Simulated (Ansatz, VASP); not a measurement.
SiC in VASP and in Ansatz

POSCAR

```
SiC
1.0
    0.0000000000      2.0128606590      2.0128606590
    2.0128606590      0.0000000000      2.0128606590
    2.0128606590      2.0128606590      0.0000000000
C Si
1 1
Direct
    0.0000000000      0.0000000000      0.0000000000
    0.5000000000      0.5000000000      0.5000000000
```

The input INCAR.step1:

```
PREC = Accurate ; ENCUT = 520
ISMEAR = 0 ; SIGMA = 0.05
LREAL = False ; LASPH = True
NELM = 80 ; NBANDS = 11
GGA = PE ; ALGO = Normal
EDIFF = 1E-4 ; LWAVE = True
LCHARG = False
```

INCAR.step2

```
PREC = Accurate ; ENCUT = 520
EDIFF = 1E-7 ; ISMEAR = 0
SIGMA = 0.05 ; LREAL = False
LASPH = True ; NELM = 80
ALGO = Normal ; ISIF = 2
LWAVE = False ; LCHARG = False
METAGGA = R2SCAN ; LMIXTAU = True
NBANDS = 11 ; ISTART = 1
```

The input KPOINTS:

```
Automatic mesh
0
Gamma
  18 18 18
```

Input for Ansatz:

```yaml
crystal:
  lattice:
    - [0.0, 2.012860659, 2.012860659]
    - [2.012860659, 0.0, 2.012860659]
    - [2.012860659, 2.012860659, 0.0]
  atoms:
    - { symbol: C, position: [0.0, 0.0, 0.0] }
    - { symbol: Si, position: [0.5, 0.5, 0.5] }
basis:
  ecutwfc: 500
  ecutrho_ratio: 4
kpoints:
  mp_grid: { grid: [18, 18, 18] }
hamiltonian:
  xc: r2scan
scf:
  occupations: { method: gaussian, width: 0.05 }
output:
  forces: true
  stress: true
  eigenvalues: true
```

Alike in both runs: task single point; functional r2SCAN; k mesh 18 × 18 × 18; occupations gaussian, width 0.05 eV; no spin polarisation.

|  | VASP | Ansatz |
| --- | --- | --- |
| version | VASP 6.6.1 | Ansatz 0.2.0 |
| potentials or method | VASP PAW PBE potentials, release 64 (C, Si), cutoff 520 eV | scalar-relativistic, plane waves, PAW |
| valence electrons in the cell | 8 | 8 |

```csv
,VASP,Ansatz,Ansatz less VASP
gap on the k mesh at the Fermi level (eV),none,none,-
pressure (GPa),0.3,0.0,-0.30
```

VASP's potentials were made for PBE, not for r2SCAN. A gap of «none» marks a metal or a gap that the smearing closes. The functional is the same, so the differences come from potentials, cutoffs and numerics.
